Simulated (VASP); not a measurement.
Input of a VASP 6.6.1 run:

The input INCAR:

```
PREC = Accurate
ENCUT = 750
EDIFF = 1E-6
ISMEAR = 0
SIGMA = 0.02
LREAL = F
LASPH = T
NELM = 120
ALGO = Normal
ISIF = 2
LWAVE = F
LCHARG = F
GGA = PE
NBANDS = 12
GGA_COMPAT = F
```

File KPOINTS:

```
Automatic mesh
0
Gamma
  8 8 8
```

The input POSCAR:

```
LiBr
1.0
    0.0000000000      2.7554039684      2.7554039684
    2.7554039684      0.0000000000      2.7554039684
    2.7554039684      2.7554039684      0.0000000000
Li Br
1 1
Direct
    0.0000000000      0.0000000000      0.0000000000
    0.5000000000      0.5000000000      0.5000000000
```

Potentials or basis: VASP PAW PBE potentials, release 64 (Li_sv, Br).

The run is started by

```sh
$ cat potpaw_PBE.64/Li_sv/POTCAR potpaw_PBE.64/Br/POTCAR > POTCAR
$ mpirun -np 1 vasp_std > vasp.out
```

(1) What does it give for the band gap on the k mesh?

(2) What does it give for the pressure?

Answers

(1) 4.92 eV, direct.

(2) 0.0 GPa.
